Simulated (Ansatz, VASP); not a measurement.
ZnAg: VASP beside Ansatz

```
Zn Ag
1.0
     3.15600   -0.01578   -0.01578
    -0.01578    3.15600   -0.01578
    -0.01578   -0.01578    3.15600
Zn Ag
1 1
Direct
  0.50000 0.50000 0.50000
  0.00000 0.00000 0.00000
```

Change from the starting cell: equal xy, yz and zx shear strains of -1 %.

Alike in both runs: task single point; functional LDA; k mesh 12 × 12 × 12; occupations fermi-dirac, width 0.03 eV; no spin polarisation.

|  | VASP | Ansatz |
| --- | --- | --- |
| version | VASP 6.6.1 | Ansatz 0.2.0 |
| potentials or method | VASP PAW LDA potentials, release 64 (Zn, Ag), cutoff 520 eV | all-electron LAPW, scalar-relativistic |

VASP gave:

```
pressure (GPa)                                                : -7.6
traceless stress, the component that is largest in VASP (GPa) : 0.48
```

Q: What did Ansatz give for the same quantities?

A: Pressure (GPa): -8.0; traceless stress, the component that is largest in VASP (GPa): 0.46.

LDA's correlation is that of Perdew and Zunger in VASP and of Perdew and Wang (1992) in Ansatz. Ansatz ran all-electron here, and VASP with PAW potentials.
